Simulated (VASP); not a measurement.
# Ga4S (Pm-3m) in VASP: further runs, part 2 of 2

VASP 6.6.1. The steps go on from the part before.

## 4. Single point, PBE

This run uses another cell than the first one, of 23.40 Å³/atom, 0.939 times its volume.

The input, INCAR:

```
ALGO     = Normal         # electronic algorithm
EDIFF    = 1E-6           # SCF threshold, eV
ENCUT    = 520            # plane-wave cutoff, eV
GGA      = PE             # functional
ISIF     = 2              # what is computed and relaxed
ISMEAR   = 0              # smearing method
LASPH    = T              # aspherical terms in the spheres
LCHARG   = F              # write CHGCAR
LREAL    = F              # projectors in reciprocal space
LWAVE    = F              # write WAVECAR
NBANDS   = 37             # bands
NELM     = 80             # most SCF steps
PREC     = Accurate       # precision mode
SIGMA    = 0.1            # smearing width, eV
```

The input, KPOINTS:

```
k-points
0
Gamma
  4 4 4
```

The input, POSCAR:

```
Ga4S
1.0
    4.8909135759      0.0000000000      0.0000000000
    0.0000000000      4.8909135759      0.0000000000
    0.0000000000      0.0000000000      4.8909135759
Ga S
4 1
Direct
    0.0000000000      0.0000000000      0.0000000000
    0.5000000000      0.5000000000      0.0000000000
    0.5000000000      0.0000000000      0.5000000000
    0.0000000000      0.5000000000      0.5000000000
    0.5000000000      0.5000000000      0.5000000000
```

Potentials or basis: VASP PAW PBE potentials, release 64 (Ga_d, S).

Command:

```console
$ cat potpaw_PBE.64/Ga_d/POTCAR potpaw_PBE.64/S/POTCAR > POTCAR
$ mpirun -np 1 vasp_std > vasp.out
```

OUTCAR:

```text
EDIFF = 1E-6
   ENCUT = 520
   GGA = PE
   ISIF = 2
   ISMEAR = 0
   LASPH = T
   LREAL = F
   NELM = 80
   PREC = Accurate

 ion  position               nearest neighbor table
   1  0.000  0.000  0.000-
   2  0.500  0.500  0.000-   5 2.45   5 2.45
   3  0.500  0.000  0.500-   5 2.45   5 2.45
   4  0.000  0.500  0.500-   5 2.45   5 2.45
   5  0.500  0.500  0.500-   2 2.45   3 2.45   4 2.45   2 2.45   3 2.45   4 2.45

  LATTYP: Found a simple cubic cell.
 ALAT       =     4.8909135759

  Lattice vectors:

 A1 = (   4.8909135759,   0.0000000000,   0.0000000000)
 A2 = (   0.0000000000,   4.8909135759,   0.0000000000)
 A3 = (   0.0000000000,   0.0000000000,   4.8909135759)

Analysis of symmetry for initial positions (statically):
=====================================================================
 Subroutine PRICEL returns:
 Original cell was already a primitive cell.

 Routine SETGRP: Setting up the symmetry group for a
 simple cubic supercell.

 Subroutine GETGRP returns: Found 48 space group operations
[... 9 lines left out ...]

 Routine SETGRP: Setting up the symmetry group for a
 simple cubic supercell.

 Subroutine GETGRP returns: Found 48 space group operations
[... 11 lines left out ...]
                                     Primitive cell

  volume of cell :     116.9957

  direct lattice vectors                    reciprocal lattice vectors
     4.890913576  0.000000000  0.000000000     0.204460779  0.000000000  0.000000000
     0.000000000  4.890913576  0.000000000     0.000000000  0.204460779  0.000000000
     0.000000000  0.000000000  4.890913576     0.000000000  0.000000000  0.204460779

  length of vectors
     4.890913576  4.890913576  4.890913576     0.204460779  0.204460779  0.204460779

  position of ions in fractional coordinates (direct lattice)
     0.000000000  0.000000000  0.000000000
     0.500000000  0.500000000  0.000000000
     0.500000000  0.000000000  0.500000000
[... 83 lines left out ...]
   EFERMI_NEDOS =   21; number of points for ismear=-14 and -15
   IALGO  =     38    algorithm
   IMIX   =      4    mixing-type and parameters
     AMIX     =   0.40;   BMIX     =  1.00
     AMIX_MAG =   1.60;   BMIX_MAG =  1.00
  volume/ion in A,a.u.               =      23.40       157.91
  Fermi-wavevector in a.u.,A,eV,Ry     =   1.295669  2.448460 22.840902  1.678759
  Thomas-Fermi vector in A             =   2.427174
   LORBIT       =      0    0 simple, 1 ext, 2 COOP (PROOUT), +10 PAW based schemes
   GGA     = PE    functional components
   LHFCALC =     F    Hartree Fock is set to
   AEXX    =    0.0000 exact exchange contribution
   IVDW    =     0    specifies the selected vdW correction
   LEPSILON=     F    determine dielectric tensor
   LRPA    =     F    only Hartree local field effects (RPA)
 non-spin polarized calculation
 Gauss-broadening in eV      SIGMA  =   0.10
  energy-cutoff  :      520.00
  volume of cell :      117.00
 maximum number of plane-waves:      3178
   NGX = 19   NGY = 19   NGZ = 19

 number of electron      58.0000105 magnetization

 Free energy of the ion-electron system (eV)
  ---------------------------------------------------
  ext. energy  EPLUGINS =         0.00000000
  ---------------------------------------------------
  free energy    TOTEN  =       -14.08417042 eV

  energy without entropy =      -14.05565705  energy(sigma->0) =      -14.06991373

 E-fermi :   4.1700     XC(G=0):  -9.7145

 val. band max:        4.1502513340   @ k =   0.2500   0.0000   0.0000
 cond. band min:       4.1724299106   @ k =   0.5000   0.2500   0.0000
 fundamental gap:      0.0221785766
 Fermi energy:         4.1699862116

 k-point     1 :       0.0000    0.0000    0.0000
  band No.  band energies     occupation
      1     -12.1795      2.00000
      2     -11.1019      2.00000
      3     -11.1019      2.00000
      4     -11.1019      2.00000
      5     -11.0620      2.00000
      6     -11.0620      2.00000
[... 389 lines left out ...]
     36       9.7719      0.00000
     37       9.7719      0.00000

------------------------ aborting loop because EDIFF is reached ----------------------------------------

  FORCE on cell =-STRESS in cart. coord.  units (eV):
  Direction    XX          YY          ZZ          XY          YZ          ZX
  --------------------------------------------------------------------------------------
  -------------------------------------------------------------------------------------
  Total        0.0620818      0.0620818      0.0620818      0.0000000      0.0000000     -0.0000000
  in kB        0.8501678      0.8501678      0.8501678      0.0000000      0.0000000     -0.0000000
  external PRESSURE =       0.8501678 kB  Pullay stress =       0.0000000 kB

 VOLUME and BASIS-vectors are now :
 -----------------------------------------------------------------------------
  energy-cutoff  :      520.00
  volume of cell :      117.00
      direct lattice vectors                 reciprocal lattice vectors
     4.890913576  0.000000000  0.000000000     0.204460779  0.000000000  0.000000000
     0.000000000  4.890913576  0.000000000     0.000000000  0.204460779  0.000000000
     0.000000000  0.000000000  4.890913576     0.000000000  0.000000000  0.204460779

 POSITION                                       TOTAL-FORCE (eV/Angst)
 -----------------------------------------------------------------------------------
      0.00000      0.00000      0.00000         0.000000      0.000000      0.000000
      2.44546      2.44546      0.00000         0.000000      0.000000      0.000000
      2.44546      0.00000      2.44546         0.000000      0.000000      0.000000
      0.00000      2.44546      2.44546         0.000000      0.000000      0.000000
      2.44546      2.44546      2.44546         0.000000      0.000000      0.000000
 -----------------------------------------------------------------------------------
    total drift:                                0.000000      0.000000      0.000000

  FREE ENERGIE OF THE ION-ELECTRON SYSTEM (eV)
  ---------------------------------------------------
  free  energy   TOTEN  =       -14.0841704181 eV

  energy  without entropy=      -14.0556570465  energy(sigma->0) =      -14.06991373
```

OSZICAR:

```text
N       E                     dE             d eps       ncg     rms          rms(c)
DAV:   1     0.455506474067E+03    0.45551E+03   -0.28320E+04   777   0.256E+03
DAV:   2     0.497521046658E+02   -0.40575E+03   -0.39551E+03   764   0.562E+02
DAV:   3    -0.103346968791E+02   -0.60087E+02   -0.58275E+02   870   0.161E+02
DAV:   4    -0.142291570411E+02   -0.38945E+01   -0.38391E+01   895   0.380E+01
DAV:   5    -0.143547119799E+02   -0.12555E+00   -0.12526E+00  1004   0.641E+00    0.131E+01
DAV:   6    -0.140861394816E+02    0.26857E+00   -0.89852E-01   975   0.780E+00    0.815E+00
DAV:   7    -0.140875457625E+02   -0.14063E-02   -0.23475E-01   948   0.348E+00    0.885E-01
DAV:   8    -0.140838741474E+02    0.36716E-02   -0.41826E-02   929   0.189E+00    0.627E-01
DAV:   9    -0.140842640048E+02   -0.38986E-03   -0.78980E-03   927   0.494E-01    0.341E-01
DAV:  10    -0.140841331441E+02    0.13086E-03   -0.79132E-04   993   0.193E-01    0.154E-01
DAV:  11    -0.140841660148E+02   -0.32871E-04   -0.19847E-04   855   0.840E-02    0.401E-02
DAV:  12    -0.140841702031E+02   -0.41883E-05   -0.10776E-05   855   0.263E-02    0.125E-02
DAV:  13    -0.140841704181E+02   -0.21498E-06   -0.18083E-06   642   0.976E-03
   1 F= -.14084170E+02 E0= -.14069914E+02  d E =-.285134E-01
```

stdout:

```text
POSCAR found type information on POSCAR GaS
 POSCAR found :  2 types and       5 ions
 scaLAPACK will be used
 LDA part: xc-table for (Slater+PW92), standard interpolation
 POSCAR, INCAR and KPOINTS ok, starting setup
 FFT: planning ... GRIDC
 FFT: planning ... GRID_SOFT
 FFT: planning ... GRID
 WAVECAR not read
 entering main loop
```

It took 14 s on 1 thread of Intel Xeon 6975P-C (Granite Rapids), shared host; peak memory 0.21 GiB.

What came out:

| Property | Result |
| --- | --- |
| Free energy | -14.0842 eV |
| Pressure | 0.1 GPa |
| Band gap on the k mesh | zero (band 29 reaches 4.71 eV, above the bottom of band 30 at 2.98 eV) |

Levels at points of the mesh, in eV from the Fermi level:
| k point | band 26 | band 27 | band 28 | band 29 | band 30 | band 31 |
| --- | --- | --- | --- | --- | --- | --- |
| (0.00, 0.00, 0.00) | -4.33 | -4.33 | -1.95 | 0.23 | 0.23 | 0.23 |
| (0.50, 0.00, 0.00) | -4.65 | -4.11 | -0.38 | -0.38 | 0.65 | 1.13 |
| (0.50, 0.50, 0.00) | -4.35 | -0.87 | -0.87 | 0.13 | 0.82 | 0.82 |
| (0.50, 0.50, 0.50) | -2.87 | -2.87 | -2.87 | 0.54 | 0.54 | 0.54 |

## 5. Summary

```csv
task,cell,k mesh,cutoff (eV),gap on the mesh (eV),pressure (GPa)
single point,"a = 4.994 Å, 5 atoms",8 × 8 × 8,520,none,0.1
relaxation of cell and atoms,"relaxed from a = 4.891 Å, 5 atoms",8 × 8 × 8,600,none,0.0
single point,"a = 4.891 Å, 5 atoms",4 × 4 × 4,520,none,0.1
```

Alike in all rows: level PBE; potentials or basis VASP PAW PBE potentials, release 64 (Ga_d, S); no spin polarisation; smearing gaussian 0.1 eV.

Absolute energies hang on the potentials; compare differences alone.
